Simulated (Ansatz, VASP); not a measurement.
## Two plane-wave programs on Ti

File INCAR:

```
PREC     = Accurate       # precision mode
ENCUT    = 520            # plane-wave cutoff, eV
EDIFF    = 1E-7           # SCF threshold, eV
ISMEAR   = 0              # smearing method
SIGMA    = 0.15           # smearing width, eV
LREAL    = F              # projectors in reciprocal space
LASPH    = T              # aspherical terms in the spheres
NELM     = 100            # most SCF steps
ALGO     = Normal         # electronic algorithm
ISIF     = 2              # what is computed and relaxed
LWAVE    = F              # write WAVECAR
LCHARG   = F              # write CHGCAR
GGA      = PS             # functional
NBANDS   = 12             # bands
```

Contents of KPOINTS:

```
regular mesh
0
Gamma
  20 20 20
```

Contents of POSCAR:

```
Ti
1.0
    0.0000000000      2.0300000000      2.0807500000
    2.0300000000      0.0000000000      2.0807500000
    2.0300000000      2.0300000000      0.0000000000
Ti
1
Direct
    0.0000000000      0.0000000000      0.0000000000
```

Input for Ansatz:

```yaml
crystal:
  lattice:
    - [0.0, 2.03, 2.08075]
    - [2.03, 0.0, 2.08075]
    - [2.03, 2.03, 0.0]
  atoms:
    - { symbol: Ti, position: [0.0, 0.0, 0.0] }
basis:
  ecutwfc: 420
kpoints:
  mp_grid: { grid: [20, 20, 20] }
hamiltonian:
  xc: pbesol
scf:
  occupations: { method: gaussian, width: 0.15 }
output:
  forces: true
  stress: true
  eigenvalues: true
  write_density: true
  write_potential: true
  elf: true
  volumetric_format: npy
```

Change from the starting cell: strain +0.000 along x and y, +0.025 along z, atoms carried along.

Alike in both runs: task single point; functional PBEsol; k mesh 20 × 20 × 20; occupations gaussian, width 0.15 eV; no spin polarisation.

|  | VASP | Ansatz |
| --- | --- | --- |
| version | VASP 6.6.1 | Ansatz 0.2.0 |
| potentials or method | VASP PAW PBE potentials, release 64 (Ti_sv), cutoff 520 eV | scalar-relativistic, plane waves, PAW |
| valence electrons in the cell | 12 | 12 |

Ansatz gave:

```
gap on the k mesh at the Fermi level (eV)                     : none
pressure (GPa)                                                : -3.0
traceless stress, the component that is largest in VASP (GPa) : -0.58
```

Problem. What did VASP give for the same quantities?

Solution. gap on the k mesh at the Fermi level (eV): none; pressure (GPa): -3.2; traceless stress, the component that is largest in VASP (GPa): -0.58.

VASP's potentials were made for PBE, not for PBEsol. A gap of «none» marks a metal or a gap that the smearing closes.
